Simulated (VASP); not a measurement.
# Sr3Zn (Pm-3m) in VASP: further runs

Sr3Zn is run at these levels: PBEsol; tasks: single point.

All numbers are computed with VASP 6.6.1; they aren't measurements. Logs are shortened: lines on timing, memory, paths and dates and some standing lists are left out, and cuts for length are marked.

## 1. The cell of the first run

The structure is cubic, space group Pm-3m (No. 221). Conventional cell: a = 5.368 Å, b = 5.368 Å, c = 5.368 Å, α = 90.00°, β = 90.00°, γ = 90.00°. Within 5.0 Å of Sr (site symmetry 4/mmm) lie 8 Sr at 3.80 Å and 4 Zn at 3.80 Å. Zn (site symmetry m-3m) has 12 Sr at 3.80 Å within 5.0 Å.

## 2. Single point, PBEsol

Contents of INCAR:

```
SYSTEM = Sr3Zn
PREC = Accurate ; ENCUT = 500
EDIFF = 1E-6 ; ISMEAR = -1
SIGMA = 0.1 ; LREAL = .False.
LASPH = .True. ; NELM = 120
ALGO = Normal ; ISIF = 2
LWAVE = .False. ; LCHARG = .False.
GGA = PS ; NBANDS = 29
GGA_COMPAT = .False.
```

Contents of KPOINTS:

```
regular mesh
0
Gamma
  4 4 4
  0 0 0
```

Contents of POSCAR:

```
Sr3Zn
1.0
    5.3680750598      0.0000000000      0.0000000000
    0.0000000000      5.3680750598      0.0000000000
    0.0000000000      0.0000000000      5.3680750598
Sr Zn
3 1
Direct
    0.5000000000      0.0000000000      0.5000000000
    0.5000000000      0.5000000000      0.0000000000
    0.0000000000      0.5000000000      0.5000000000
    0.0000000000      0.0000000000      0.0000000000
```

Potentials or basis: VASP PAW PBE potentials, release 64 (Sr_sv, Zn).

On the command line:

```bash
> cat potpaw_PBE.64/Sr_sv/POTCAR potpaw_PBE.64/Zn/POTCAR > POTCAR
> mpirun -np 1 vasp_std > vasp.out
```

OUTCAR:

```text
SYSTEM = Sr3Zn
   PREC = Accurate
   ENCUT = 500
   EDIFF = 1E-6
   ISMEAR = -1
   LREAL = .False.
   LASPH = .True.
   NELM = 120
   ISIF = 2
   GGA = PS

 ion  position               nearest neighbor table
   1  0.500  0.000  0.500-   2 3.80   3 3.80   4 3.80   2 3.80   4 3.80   2 3.80   3 3.80   2 3.80
                             3 3.80   4 3.80   4 3.80   3 3.80
   2  0.500  0.500  0.000-   1 3.80   3 3.80   4 3.80   1 3.80   3 3.80   1 3.80   4 3.80   1 3.80
                             3 3.80   4 3.80   3 3.80   4 3.80
   3  0.000  0.500  0.500-   1 3.80   2 3.80   4 3.80   2 3.80   4 3.80   1 3.80   4 3.80   4 3.80
                             1 3.80   2 3.80   2 3.80   1 3.80
   4  0.000  0.000  0.000-   1 3.80   2 3.80   3 3.80   1 3.80   3 3.80   2 3.80   3 3.80   3 3.80
                             1 3.80   2 3.80   1 3.80   2 3.80

  LATTYP: Found a simple cubic cell.
 ALAT       =     5.3680750598

  Lattice vectors:

 A1 = (   5.3680750598,   0.0000000000,   0.0000000000)
 A2 = (   0.0000000000,   5.3680750598,   0.0000000000)
 A3 = (   0.0000000000,   0.0000000000,   5.3680750598)

Analysis of symmetry for initial positions (statically):
=====================================================================
 Subroutine PRICEL returns:
 Original cell was already a primitive cell.

 Routine SETGRP: Setting up the symmetry group for a
 simple cubic supercell.

 Subroutine GETGRP returns: Found 48 space group operations
 (whereof 48 operations were pure point group operations)
 out of a pool of 48 trial point group operations.

The static configuration has the point symmetry O_h .

Analysis of symmetry for dynamics (positions and initial velocities):
=====================================================================
 Subroutine PRICEL returns:
 Original cell was already a primitive cell.

 Routine SETGRP: Setting up the symmetry group for a
 simple cubic supercell.

 Subroutine GETGRP returns: Found 48 space group operations
 (whereof 48 operations were pure point group operations)
 out of a pool of 48 trial point group operations.

The dynamic configuration has the point symmetry O_h .

 Subroutine INISYM returns: Found 48 space group operations
 (whereof 48 operations are pure point group operations),
 and found     1 'primitive' translations

----------------------------------------------------------------------------------------

                                     Primitive cell

  volume of cell :     154.6877

  direct lattice vectors                    reciprocal lattice vectors
     5.368075060  0.000000000  0.000000000     0.186286516  0.000000000  0.000000000
     0.000000000  5.368075060  0.000000000     0.000000000  0.186286516  0.000000000
     0.000000000  0.000000000  5.368075060     0.000000000  0.000000000  0.186286516

  length of vectors
     5.368075060  5.368075060  5.368075060     0.186286516  0.186286516  0.186286516

  position of ions in fractional coordinates (direct lattice)
     0.500000000  0.000000000  0.500000000
     0.500000000  0.500000000  0.000000000
     0.000000000  0.500000000  0.500000000
     0.000000000  0.000000000  0.000000000

  ion indices of the primitive-cell ions
   primitive index   ion index
                 1           1
                 2           2
                 3           3
                 4           4

----------------------------------------------------------------------------------------

 KPOINTS: regular mesh

Automatic generation of k-mesh.
 Grid dimensions read from file:
 generate k-points for:    4    4    4

 Generating k-lattice:

  Cartesian coordinates                     Fractional coordinates (reciprocal lattice)
     0.046571629  0.000000000  0.000000000     0.250000000  0.000000000  0.000000000
     0.000000000  0.046571629  0.000000000     0.000000000  0.250000000  0.000000000
     0.000000000  0.000000000  0.046571629     0.000000000  0.000000000  0.250000000

  Length of vectors
     0.046571629  0.046571629  0.046571629

  Shift w.r.t. Gamma in fractional coordinates (k-lattice)
     0.000000000  0.000000000  0.000000000

 Subroutine IBZKPT returns following result:
 ===========================================

 Found     10 irreducible k-points:

 Following reciprocal coordinates:
            Coordinates               Weight
  0.000000  0.000000  0.000000      1.000000
  0.250000  0.000000  0.000000      6.000000
  0.500000  0.000000  0.000000      3.000000
  0.250000  0.250000  0.000000     12.000000
  0.500000  0.250000  0.000000     12.000000
  0.500000  0.500000  0.000000      3.000000
  0.250000  0.250000  0.250000      8.000000
  0.500000  0.250000  0.250000     12.000000
  0.500000  0.500000  0.250000      6.000000
  0.500000  0.500000  0.500000      1.000000
   k-points           NKPTS =     10   k-points in BZ     NKDIM =     10   number of bands    NBANDS=     29
   number of dos      NEDOS =    301   number of ions     NIONS =      4
   total plane-waves  NPLWV =  64000
   dimension x,y,z NGX =    40 NGY =   40 NGZ =   40
   dimension x,y,z NGXF=    80 NGYF=   80 NGZF=   80
   ions per type =               3   1
   NGX,Y,Z   is equivalent  to a cutoff of  12.39, 12.39, 12.39 a.u.
   NGXF,Y,Z  is equivalent  to a cutoff of  24.78, 24.78, 24.78 a.u.
 SYSTEM =  Sr3Zn
   PREC   = accura    normal or accurate (medium, high low for compatibility)
   ISTART =      0    job   : 0-new  1-cont  2-samecut
   ICHARG =      2    charge: 1-file 2-atom 10-const
   ISPIN  =      1    spin polarized calculation?
   LNONCOLLINEAR =      F non collinear calculations
   LSORBIT =      F    spin-orbit coupling
   LASPH  =      T    aspherical Exc in radial PAW
   ENCUT  =  500.0 eV  36.75 Ry    6.06 a.u.   9.79  9.79  9.79*2*pi/ulx,y,z
   NELM   =    120;   NELMIN=  2; NELMDL= -5     # of ELM steps
   EDIFF  = 0.1E-05   stopping-criterion for ELM
   LREAL  =      F    real-space projection
   EDIFFG = 0.1E-04   stopping-criterion for IOM
   NSW    =      0    number of steps for IOM
   IBRION =     -1    ionic relax: 0-MD 1-quasi-New 2-CG
   NFREE  =      0    steps in history (QN), initial steepest desc. (CG)
   ISIF   =      2    stress and relaxation
   ISYM   =      2    0-nonsym 1-usesym 2-fastsym
   POTIM  = 0.5000    time-step for ionic-motion
   TEBEG  =    0.0;   TEEND  =   0.0 temperature during run
   PSTRESS=    0.0 pullay stress
   NELECT =      42.0000    total number of electrons
   NUPDOWN=      -1.0000    fix difference up-down
   EMIN   =  10.00;   EMAX   =-10.00  energy-range for DOS
   EFERMI =   0.00;   METHOD = LEGACY
   ISMEAR =    -1;   SIGMA  =   0.10  broadening in eV -4-tet -1-fermi 0-gaus
   EFERMI_NEDOS =   21; number of points for ismear=-14 and -15
   IALGO  =     38    algorithm
   IMIX   =      4    mixing-type and parameters
     AMIX     =   0.40;   BMIX     =  1.00
     AMIX_MAG =   1.60;   BMIX_MAG =  1.00
  volume/ion in A,a.u.               =      38.67       260.97
  Fermi-wavevector in a.u.,A,eV,Ry     =   1.060082  2.003264 15.289864  1.123773
  Thomas-Fermi vector in A             =   2.195450
   LORBIT       =      0    0 simple, 1 ext, 2 COOP (PROOUT), +10 PAW based schemes
   GGA     = PS    functional components
   LHFCALC =     F    Hartree Fock is set to
   AEXX    =    0.0000 exact exchange contribution
   IVDW    =     0    specifies the selected vdW correction
   LEPSILON=     F    determine dielectric tensor
   LRPA    =     F    only Hartree local field effects (RPA)
 non-spin polarized calculation
  energy-cutoff  :      500.00
  volume of cell :      154.69
 maximum number of plane-waves:      3952
 NGX is ok and might be reduce to    40
   NGX = 19   NGY = 19   NGZ = 19

 number of electron      42.0000031 magnetization

 Free energy of the ion-electron system (eV)
  ---------------------------------------------------
  ext. energy  EPLUGINS =         0.00000000
  ---------------------------------------------------
  free energy    TOTEN  =        -6.77286535 eV

  energy without entropy =       -6.60937017  energy(sigma->0) =       -6.69111776

 E-fermi :   1.9854     XC(G=0):  -8.3830

 val. band max:        1.9552143928   @ k =   0.5000   0.5000   0.5000
 cond. band min:       2.0002451745   @ k =   0.5000   0.2500   0.2500
 fundamental gap:      0.0450307817
 Fermi energy:         1.9853984962

 k-point     1 :       0.0000    0.0000    0.0000
  band No.  band energies     occupation
      1     -34.2108      2.00000
      2     -34.1442      2.00000
      3     -34.1442      2.00000
      4     -16.4317      2.00000
      5     -16.4317      2.00000
      6     -16.4317      2.00000
[... 21 lines left out ...]
     28       4.8896      0.00000
     29       5.8131      0.00000

 k-point     2 :       0.2500    0.0000    0.0000
  band No.  band energies     occupation
      1     -34.2023      2.00000
      2     -34.1526      2.00000
      3     -34.1441      2.00000
      4     -16.3990      2.00000
      5     -16.3990      2.00000
      6     -16.3794      2.00000
[... 21 lines left out ...]
     28       4.8038      0.00000
     29       5.3203      0.00000

 k-point     3 :       0.5000    0.0000    0.0000
  band No.  band energies     occupation
      1     -34.1885      2.00000
      2     -34.1663      2.00000
      3     -34.1440      2.00000
      4     -16.3549      2.00000
      5     -16.3549      2.00000
      6     -16.2545      2.00000
[... 21 lines left out ...]
     28       4.5075      0.00000
     29       4.8314      0.00000

 k-point     4 :       0.2500    0.2500    0.0000
  band No.  band energies     occupation
      1     -34.1947      2.00000
      2     -34.1552      2.00000
      3     -34.1489      2.00000
      4     -16.4216      2.00000
      5     -16.3643      2.00000
      6     -16.3022      2.00000
[... 149 lines left out ...]
     28       5.0823      0.00000
     29       5.3078      0.00000

 k-point     9 :       0.5000    0.5000    0.2500
  band No.  band energies     occupation
      1     -34.1661      2.00000
      2     -34.1660      2.00000
      3     -34.1660      2.00000
      4     -16.5194      2.00000
      5     -16.3903      2.00000
      6     -16.3362      2.00000
[... 21 lines left out ...]
     28       4.8555      0.00000
     29       5.0886      0.00000

 k-point    10 :       0.5000    0.5000    0.5000
  band No.  band energies     occupation
      1     -34.1660      2.00000
      2     -34.1660      2.00000
      3     -34.1660      2.00000
      4     -16.5865      2.00000
      5     -16.3892      2.00000
      6     -16.3892      2.00000
[... 21 lines left out ...]
     28       4.5298      0.00000
     29       5.3838      0.00000

------------------------ aborting loop because EDIFF is reached ----------------------------------------

  FORCE on cell =-STRESS in cart. coord.  units (eV):
  Direction    XX          YY          ZZ          XY          YZ          ZX
  --------------------------------------------------------------------------------------
  -------------------------------------------------------------------------------------
  Total       -0.1025375     -0.1025375     -0.1025375      0.0000000     -0.0000000      0.0000000
  in kB       -1.0620322     -1.0620322     -1.0620322      0.0000000     -0.0000000      0.0000000
  external PRESSURE =      -1.0620322 kB  Pullay stress =       0.0000000 kB

 VOLUME and BASIS-vectors are now :
 -----------------------------------------------------------------------------
  energy-cutoff  :      500.00
  volume of cell :      154.69
      direct lattice vectors                 reciprocal lattice vectors
     5.368075060  0.000000000  0.000000000     0.186286516  0.000000000  0.000000000
     0.000000000  5.368075060  0.000000000     0.000000000  0.186286516  0.000000000
     0.000000000  0.000000000  5.368075060     0.000000000  0.000000000  0.186286516

 POSITION                                       TOTAL-FORCE (eV/Angst)
 -----------------------------------------------------------------------------------
      2.68404      0.00000      2.68404         0.000000      0.000000      0.000000
      2.68404      2.68404      0.00000         0.000000      0.000000      0.000000
      0.00000      2.68404      2.68404         0.000000      0.000000      0.000000
      0.00000      0.00000      0.00000         0.000000      0.000000      0.000000
 -----------------------------------------------------------------------------------
    total drift:                               -0.000000     -0.000000     -0.000000

  FREE ENERGIE OF THE ION-ELECTRON SYSTEM (eV)
  ---------------------------------------------------
  free  energy   TOTEN  =        -6.7728653539 eV

  energy  without entropy=       -6.6093701650  energy(sigma->0) =       -6.69111776
```

Wall time 17 s (1 thread of Intel Xeon Platinum 8559C (Emerald Rapids), shared host); peak memory 0.26 GiB.

Results:

* Free energy: -6.7729 eV
* Pressure: -0.1 GPa
* Band gap on the k mesh: zero (band 21 reaches 2.40 eV, above the bottom of band 22 at 1.92 eV)

Levels at points of the mesh, in eV from the Fermi level:
| k point | band 19 | band 20 | band 21 | band 22 | band 23 | band 24 |
| --- | --- | --- | --- | --- | --- | --- |
| (0.00, 0.00, 0.00) | -1.81 | 0.06 | 0.06 | 0.69 | 0.69 | 0.69 |
| (0.50, 0.00, 0.00) | -2.61 | -0.40 | 0.23 | 0.23 | 1.07 | 1.22 |
| (0.50, 0.50, 0.00) | -1.50 | -1.50 | -0.73 | 0.12 | 1.11 | 1.28 |
| (0.50, 0.50, 0.50) | -0.66 | -0.66 | -0.66 | -0.03 | -0.03 | -0.03 |

Caveat: the PAW data sets were made with another functional, which shifts forces and pressure a little.

## 3. Single point, PBEsol

This run uses another cell than the first one, of 39.49 Å³/atom, 1.021 times its volume.

Contents of INCAR:

```
PREC = Accurate
ENCUT = 500
EDIFF = 1E-6
ISMEAR = -1
SIGMA = 0.1
LREAL = False
LASPH = True
NELM = 120
ALGO = Normal
ISIF = 2
LWAVE = False
LCHARG = False
GGA = PS
NBANDS = 29
GGA_COMPAT = False
```

Contents of KPOINTS:

```
regular mesh
0
Gamma
  4 4 4
```

Contents of POSCAR:

```
Sr3Zn
1.0
    5.4058796508      0.0000000000      0.0000000000
    0.0000000000      5.4058796508      0.0000000000
    0.0000000000      0.0000000000      5.4058796508
Sr Zn
3 1
Direct
    0.5000000000      0.0000000000      0.5000000000
    0.5000000000      0.5000000000      0.0000000000
    0.0000000000      0.5000000000      0.5000000000
    0.0000000000      0.0000000000      0.0000000000
```

Potentials or basis: VASP PAW PBE potentials, release 64 (Sr_sv, Zn).

On the command line:

```bash
> cat potpaw_PBE.64/Sr_sv/POTCAR potpaw_PBE.64/Zn/POTCAR > POTCAR
> mpirun -np 1 vasp_std > vasp.out
```

It took 17 s on 1 thread of Intel Xeon Platinum 8559C (Emerald Rapids), shared host; peak memory 0.26 GiB.

Results (log left out):

| Property | Result |
| --- | --- |
| Free energy | -6.7675 eV |
| Pressure | -0.4 GPa |
| Band gap on the k mesh | zero (band 21 reaches 2.32 eV, above the bottom of band 22 at 1.85 eV) |

Levels at points of the mesh, in eV from the Fermi level:
```csv
k point,band 19,band 20,band 21,band 22,band 23,band 24
"(0.00, 0.00, 0.00)",-1.79,0.07,0.07,0.69,0.69,0.69
"(0.50, 0.00, 0.00)",-2.61,-0.37,0.23,0.23,1.07,1.20
"(0.50, 0.50, 0.00)",-1.51,-1.51,-0.77,0.14,1.09,1.28
"(0.50, 0.50, 0.50)",-0.67,-0.67,-0.67,-0.05,-0.05,-0.05
```

Caveat: the PAW data sets were made with another functional, which shifts forces and pressure a little.
